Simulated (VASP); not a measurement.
Set up this calculation in VASP 6.6.1, as the native input.

```
Task                   : single point
Functional             : PBE
Potentials or basis    : VASP PAW PBE potentials, release 64 (Mn_pv, Cu)
Cutoff                 : 520 eV
k mesh                 : 12 × 12 × 12
Occupations            : gaussian, width 0.1 eV
Spin                   : no spin polarisation
Dipole correction      : no
Further INCAR settings : ALGO = Normal; EDIFF = 1e-07; NBANDS = 33
```

The structure of Mn3Cu lies in POSCAR:

```
Mn3Cu
1.0
    0.0000000000      2.8076905552      2.8076905552
    2.8076905552      0.0000000000      2.8076905552
    2.8076905552      2.8076905552      0.0000000000
Mn Cu
3 1
Direct
    0.2500000000      0.2500000000      0.2500000000
    0.7500000000      0.7500000000      0.7500000000
    0.5000000000      0.5000000000      0.5000000000
    0.0000000000      0.0000000000      0.0000000000
```

The input as run:

INCAR

```
PREC = Accurate ; ENCUT = 520
EDIFF = 1E-7 ; ISMEAR = 0
SIGMA = 0.1 ; LREAL = F
LASPH = T ; NELM = 100
ALGO = Normal ; ISIF = 2
LWAVE = F ; LCHARG = F
GGA = PE ; NBANDS = 33
```

KPOINTS

```
Automatic mesh
0
Gamma
  12 12 12
```

Potentials or basis: VASP PAW PBE potentials, release 64 (Mn_pv, Cu).

Launch:

```console
$ cat potpaw_PBE.64/Mn_pv/POTCAR potpaw_PBE.64/Cu/POTCAR > POTCAR
$ mpirun -np 1 vasp_std > vasp.out
```

Results of the run:

```json
{
  "Pressure": "0.1 GPa",
  "Band gap on the k mesh": "zero (bands 25 and 26 overlap by 0.77 eV)"
}
```

Caveat: the run has no spin polarisation, though such a crystal can be magnetic.

Run time: 91 s on 1 thread of AMD EPYC 9R45 96-Core Processor (Zen 5) (shared host), peak memory 0.2 GiB.
